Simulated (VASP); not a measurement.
# Ga4As4N in VASP: single point with PBE+D3(BJ)

Aim: the single point of Ga4As4N with PBE+D3(BJ).

Program: VASP 6.6.1. These are calculated values, not measurements. Logs are shortened: lines on timing, memory, paths and dates and some standing lists are left out, and cuts for length are marked.

## Step 1: The cell of the first run

The cell holds a slab with vacuum, 18 atoms: a = 8.027 Å, b = 8.027 Å, c = 22.641 Å, α = 90.00°, β = 90.00°, γ = 120.00°.

## Step 2: Single point, PBE+D3(BJ)

INCAR reads:

```
SYSTEM = Ga4As4N
PREC = Accurate
ENCUT = 520
EDIFF = 1E-6
ISMEAR = 0
SIGMA = 0.05
LREAL = Auto
LASPH = .True.
NELM = 80
ALGO = Normal
ISIF = 2
LWAVE = .False.
LCHARG = .True.
LDIPOL = .True.
IDIPOL = 3
DIPOL = 0.5 0.5 0.297
GGA = PE
IVDW = 12
LELF = .True.
LVHAR = .True.
LVACPOTAV = .True.
NBANDS = 92
```

KPOINTS reads:

```
regular mesh
0
Gamma
  6 6 1
  0 0 0
```

POSCAR reads:

```
Ga4As4N
1.0
    8.0267120225      0.0000000000      0.0000000000
   -4.0133560112      6.9513365203      0.0000000000
    0.0000000000      0.0000000000     22.6407100769
As Ga N
8 8 2
Direct
    0.0000000000      0.0000000000      0.1766729041
    0.0000000000      0.5000000000      0.1766729041
    0.5000000000      0.0000000000      0.1766729041
    0.5000000000      0.5000000000      0.1766729041
    0.1666666667      0.3333333333      0.3302634061
    0.1666666667      0.8333333333      0.3302634061
    0.6666666667      0.3333333333      0.3302634061
    0.6666666667      0.8333333333      0.3302634061
    0.1666666667      0.3333333333      0.2128565248
    0.1666666667      0.8333333333      0.2128565248
    0.6666666667      0.3333333333      0.2128565248
    0.6666666667      0.8333333333      0.2128565248
    0.3333333333      0.1666666667      0.3595607227
    0.3333333333      0.6666666667      0.3595607227
    0.8333333333      0.1666666667      0.3595607227
    0.8333333333      0.6666666667      0.3595607227
    0.3333333333      0.1666666667      0.4876485781
    0.3333333333      0.1666666667      0.5362336268
```

Potentials or basis: VASP PAW PBE potentials, release 64 (As, Ga_d, N).

Started as:

```bash
$ cat potpaw_PBE.64/As/POTCAR potpaw_PBE.64/Ga_d/POTCAR potpaw_PBE.64/N/POTCAR > POTCAR
$ mpirun -np 1 vasp_std > vasp.out
```

OUTCAR:

```text
SYSTEM = Ga4As4N
   PREC = Accurate
   ENCUT = 520
   EDIFF = 1E-6
   ISMEAR = 0
   LREAL = Auto
   LASPH = .True.
   NELM = 80
   ISIF = 2
   GGA = PE
   IVDW = 12
 IVDW          = 12

 ion  position               nearest neighbor table
   1  0.000  0.000  0.177-   9 2.46  12 2.46  10 2.46
   2  0.000  0.500  0.177-  10 2.46  11 2.46   9 2.46
   3  0.500  0.000  0.177-  11 2.46  10 2.46  12 2.46
   4  0.500  0.500  0.177-  12 2.46   9 2.46  11 2.46
   5  0.167  0.333  0.330-  13 2.41  14 2.41  15 2.41   9 2.66
   6  0.167  0.833  0.330-  14 2.41  13 2.41  16 2.41  10 2.66
   7  0.667  0.333  0.330-  15 2.41  16 2.41  13 2.41  11 2.66
   8  0.667  0.833  0.330-  16 2.41  15 2.41  14 2.41  12 2.66
   9  0.167  0.333  0.213-   1 2.46   4 2.46   2 2.46   5 2.66
  10  0.167  0.833  0.213-   2 2.46   3 2.46   1 2.46   6 2.66
  11  0.667  0.333  0.213-   3 2.46   2 2.46   4 2.46   7 2.66
  12  0.667  0.833  0.213-   4 2.46   1 2.46   3 2.46   8 2.66
  13  0.333  0.167  0.360-   5 2.41   6 2.41   7 2.41
  14  0.333  0.667  0.360-   6 2.41   5 2.41   8 2.41
  15  0.833  0.167  0.360-   7 2.41   8 2.41   5 2.41
  16  0.833  0.667  0.360-   8 2.41   7 2.41   6 2.41
  17  0.333  0.167  0.488-  18 1.10
  18  0.333  0.167  0.536-  17 1.10

  LATTYP: Found a hexagonal cell.
 ALAT       =     8.0267120225
 C/A-ratio  =     2.8206705328

  Lattice vectors:

 A1 = (   8.0267120225,   0.0000000000,   0.0000000000)
 A2 = (  -4.0133560112,   6.9513365203,   0.0000000000)
 A3 = (   0.0000000000,   0.0000000000,  22.6407100769)

Analysis of symmetry for initial positions (statically):
=====================================================================
 Subroutine PRICEL returns:
 Original cell was already a primitive cell.

 Routine SETGRP: Setting up the symmetry group for a
 hexagonal supercell.

 Subroutine GETGRP returns: Found  6 space group operations
 (whereof  2 operations were pure point group operations)
 out of a pool of 24 trial point group operations.

The static configuration has the point symmetry C_1h.
 The point group associated with its full space group is C_3v.

Analysis of symmetry for dynamics (positions and initial velocities):
=====================================================================
 Subroutine PRICEL returns:
 Original cell was already a primitive cell.

[... 127 lines left out ...]
   NFREE  =      0    steps in history (QN), initial steepest desc. (CG)
   ISIF   =      2    stress and relaxation
   ISYM   =      2    0-nonsym 1-usesym 2-fastsym
   POTIM  = 0.5000    time-step for ionic-motion
   TEBEG  =    0.0;   TEEND  =   0.0 temperature during run
   PSTRESS=    0.0 pullay stress
   NELECT =     154.0000    total number of electrons
   NUPDOWN=      -1.0000    fix difference up-down
   EMIN   =  10.00;   EMAX   =-10.00  energy-range for DOS
   EFERMI =   0.00;   METHOD = LEGACY
   ISMEAR =     0;   SIGMA  =   0.05  broadening in eV -4-tet -1-fermi 0-gaus
   EFERMI_NEDOS =   21; number of points for ismear=-14 and -15
   IALGO  =     38    algorithm
   IMIX   =      4    mixing-type and parameters
     AMIX     =   0.40;   BMIX     =  1.00
     AMIX_MAG =   1.60;   BMIX_MAG =  1.00
  volume/ion in A,a.u.               =      70.18       473.61
  Fermi-wavevector in a.u.,A,eV,Ry     =   0.811739  1.533964  8.965153  0.658920
  Thomas-Fermi vector in A             =   1.921154
   LORBIT       =      0    0 simple, 1 ext, 2 COOP (PROOUT), +10 PAW based schemes
   GGA     = PE    functional components
   LHFCALC =     F    Hartree Fock is set to
   AEXX    =    0.0000 exact exchange contribution
   IVDW    =    12    specifies the selected vdW correction
   LEPSILON=     F    determine dielectric tensor
   LRPA    =     F    only Hartree local field effects (RPA)
 non-spin polarized calculation
 Gauss-broadening in eV      SIGMA  =   0.05
  energy-cutoff  :      520.00
  volume of cell :     1263.27
 maximum number of plane-waves:     34071
 NGX is ok and might be reduce to    60
   NGX = 29   NGY = 29   NGZ = 85

 number of electron     153.9999889 magnetization

 dipolmoment           0.000000      0.000000     -0.712001 electrons x Angstroem

 Free energy of the ion-electron system (eV)
  ---------------------------------------------------
  ext. energy  EPLUGINS =         0.00000000
  ---------------------------------------------------
  free energy    TOTEN  =       -77.11282097 eV

  energy without entropy =      -77.10995386  energy(sigma->0) =      -77.11138741

 E-fermi :  -1.5364     XC(G=0):  -3.6607

 val. band max:       -1.5545420685   @ k =   0.0000   0.0000   0.0000
 cond. band min:      -1.5269946452   @ k =   0.0000   0.0000   0.0000
 fundamental gap:      0.0275474232
 Fermi energy:        -1.5363919088

 k-point     1 :       0.0000    0.0000    0.0000
  band No.  band energies     occupation
      1     -27.1899      2.00000
      2     -17.5697      2.00000
      3     -17.5497      2.00000
      4     -17.5497      2.00000
      5     -17.4900      2.00000
      6     -17.4665      2.00000
[... 633 lines left out ...]
     88       1.6426      0.00000
     89       1.6492      0.00000
 [bands above 89 left out]

------------------------ aborting loop because EDIFF is reached ----------------------------------------

 Edisp (eV)   -3.46885

 E8    (eV) :    -1.6003

  FORCE on cell =-STRESS in cart. coord.  units (eV):
  Direction    XX          YY          ZZ          XY          YZ          ZX
  --------------------------------------------------------------------------------------
  -------------------------------------------------------------------------------------
  Total       0.32890     0.32890     1.27431     0.00000    -0.00000    -0.00000
  in kB       0.41713     0.41713     1.61618     0.00000    -0.00000    -0.00000
  external pressure =        0.82 kB  Pullay stress =        0.00 kB

 VOLUME and BASIS-vectors are now :
 -----------------------------------------------------------------------------
  energy-cutoff  :      520.00
  volume of cell :     1263.27
      direct lattice vectors                 reciprocal lattice vectors
     8.026712022  0.000000000  0.000000000     0.124584014  0.071928614  0.000000000
    -4.013356011  6.951336520  0.000000000     0.000000000  0.143857228  0.000000000
     0.000000000  0.000000000 22.640710077     0.000000000  0.000000000  0.044168226

 POSITION                                       TOTAL-FORCE (eV/Angst)
 -----------------------------------------------------------------------------------
      0.00000      0.00000      4.00000         0.002486      0.001435      0.465373
     -2.00668      3.47567      4.00000        -0.000000      0.000000      0.462888
      4.01336      0.00000      4.00000        -0.002486      0.001435      0.465373
      2.00668      3.47567      4.00000        -0.000000     -0.002870      0.465373
      0.00000      2.31711      7.47740        -0.034435      0.019881      0.016471
     -2.00668      5.79278      7.47740        -0.000000     -0.039763      0.016471
[... 10 lines left out ...]
      2.00668      1.15856     11.04071        -0.000000     -0.000000     -2.037576
      2.00668      1.15856     12.14071        -0.000000     -0.000000      2.162440
 -----------------------------------------------------------------------------------
    total drift:                               -0.000014      0.000005     -0.045364

  FREE ENERGIE OF THE ION-ELECTRON SYSTEM (eV)
  ---------------------------------------------------
  free  energy   TOTEN  =       -80.5816717987 eV

  energy  without entropy=      -80.5788046881  energy(sigma->0) =      -80.58023824

 vacuum level on the upper side and lower side of the slab         1.448         3.757
```

OSZICAR:

```text
N       E                     dE             d eps       ncg     rms          rms(c)
DAV:   1     0.120437524183E+04    0.12044E+04   -0.64234E+04  1464   0.153E+03
DAV:   2     0.103884487605E+03   -0.11005E+04   -0.10663E+04  1692   0.357E+02
DAV:   3    -0.666691362222E+02   -0.17055E+03   -0.16865E+03  1500   0.141E+02
DAV:   4    -0.809458924752E+02   -0.14277E+02   -0.14196E+02  1808   0.427E+01
[... 18 lines left out ...]
DAV:  23    -0.771128128697E+02   -0.47642E-05   -0.16738E-07   992   0.411E-03    0.241E-04
DAV:  24    -0.771128162561E+02   -0.33864E-05   -0.10184E-07   888   0.161E-03    0.204E-04
DAV:  25    -0.771128187046E+02   -0.24485E-05   -0.45595E-08   880   0.109E-03    0.155E-04
DAV:  26    -0.771128203050E+02   -0.16004E-05   -0.27870E-08   884   0.110E-03    0.737E-05
DAV:  27    -0.771128209702E+02   -0.66523E-06   -0.66912E-09   848   0.114E-03
   1 F= -.80581672E+02 E0= -.80580238E+02  d E =-.286711E-02
```

stdout:

```text
POSCAR found type information on POSCAR AsGaN
 POSCAR found :  3 types and      18 ions
 scaLAPACK will be used
 LDA part: xc-table for (Slater+PW92), standard interpolation
 POSCAR, INCAR and KPOINTS ok, starting setup
 FFT: planning ... GRIDC
 FFT: planning ... GRID_SOFT
 FFT: planning ... GRID
 WAVECAR not read
 entering main loop
 -----------------------------------------------------------------------------
|                                                                             |
|           W    W    AA    RRRRR   N    N  II  N    N   GGGG   !!!           |
|           W    W   A  A   R    R  NN   N  II  NN   N  G    G  !!!           |
|           W    W  A    A  R    R  N N  N  II  N N  N  G       !!!           |
|           W WW W  AAAAAA  RRRRR   N  N N  II  N  N N  G  GGG   !            |
|           WW  WW  A    A  R   R   N   NN  II  N   NN  G    G                |
|           W    W  A    A  R    R  N    N  II  N    N   GGGG   !!!           |
|                                                                             |
|     Did not find any points to average over, which means that no vacuum     |
|     field-free region was found. Please increase the size of  your cell     |
|     in the dimension of the dipole correction to obtain accurate            |
|     workfunction values.                                                    |
|                                                                             |
 -----------------------------------------------------------------------------
```

It took 62 min on 1 thread of Oxide Virtual Turin-like, shared host; peak memory 1.3 GiB.

What came out:

| Quantity | Value |
| --- | --- |
| Free energy | -80.5817 eV |
| Largest force | 2.162 eV/Å |
| Band gap on the k mesh | 0.03 eV |
| Dispersion energy per atom | -0.193 eV |

Forces in eV/Å, atoms in the order of the input:
```
As   0.002  0.001  0.465
As   0.000  0.000  0.463
As  -0.002  0.001  0.465
As   0.000 -0.003  0.465
As  -0.034  0.020  0.016
As   0.000 -0.040  0.016
As   0.034  0.020  0.016
As   0.000  0.000 -0.008
Ga  -0.019  0.011 -0.483
Ga   0.000 -0.022 -0.483
Ga   0.019  0.011 -0.483
Ga   0.000  0.000 -0.485
Ga   0.000  0.000 -0.208
Ga  -0.002 -0.001  0.039
Ga   0.000  0.002  0.039
Ga   0.002 -0.001  0.039
N    0.000  0.000 -2.038
N    0.000  0.000  2.162
```

Caveat: the standard files for N, O and F lose accuracy on very short bonds.
